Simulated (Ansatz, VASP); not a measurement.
One calculation of BiTe, two programs

The input INCAR:

```
PREC = Accurate
ENCUT = 520
EDIFF = 1E-6
ISMEAR = -1
SIGMA = 0.08
LREAL = False
LASPH = True
NELM = 60
ALGO = Normal
ISIF = 2
LWAVE = False
LCHARG = False
NBANDS = 18
```

The input KPOINTS:

```
Automatic mesh
0
Gamma
  10 10 10
```

POSCAR

```
BiTe
1.0
    0.0323500000      3.2511750000      3.2511750000
    3.2511750000      0.0323500000      3.2511750000
    3.2511750000      3.2511750000      0.0323500000
Bi Te
1 1
Direct
    0.0000000000      0.0000000000      0.0000000000
    0.5000000000      0.5000000000      0.5000000000
```

Input for Ansatz:

```yaml
crystal:
  lattice:
    - [0.03235, 3.251175, 3.251175]
    - [3.251175, 0.03235, 3.251175]
    - [3.251175, 3.251175, 0.03235]
  atoms:
    - { symbol: Bi, position: [0.0, 0.0, 0.0] }
    - { symbol: Te, position: [0.5, 0.5, 0.5] }
kpoints:
  mp_grid: { grid: [10, 10, 10] }
  band_path:
    path:
      - [0.0, 0.0, 0.0]
      - [0.5, 0.5, 0.5]
      - [0.247543133, 0.5, 0.752456867]
      - [-0.247543133, 0.247543133, 0.5]
      - [0.0, 0.0, 0.5]
      - [0.0, 0.0, 0.0]
      - [-0.3737715665, 0.0, 0.3737715665]
      - [0.0, 0.3737715665, 0.6262284335]
      - [0.0, 0.5, 0.5]
    npoints: 5
scf:
  occupations: { method: fermi_dirac, width: 0.08 }
hamiltonian:
  xc: lda
  pseudopotentials: { kind: all_electron, lapw: { basis_error: 0.0005 } }
output:
  forces: true
  stress: true
  eigenvalues: true
```

Change from the starting cell: equal xy, yz and zx shear strains of +1 %.

Alike in both runs: task single point; functional LDA; k mesh 10 × 10 × 10; occupations fermi-dirac, width 0.08 eV; no spin polarisation.

```csv
,VASP,Ansatz
version,VASP 6.6.1,Ansatz 0.2.0
potentials or method,"VASP PAW LDA potentials, release 64 (Bi_d, Te), cutoff 520 eV","all-electron LAPW, scalar-relativistic"
```

|  | VASP | Ansatz | Ansatz less VASP |
| --- | --- | --- | --- |
| pressure (GPa) | -2.8 | -2.8 | -0.02 |

LDA's correlation is that of Perdew and Zunger in VASP and of Perdew and Wang (1992) in Ansatz. Ansatz ran all-electron here, and VASP with PAW potentials.

Spin-orbit coupling is off throughout.
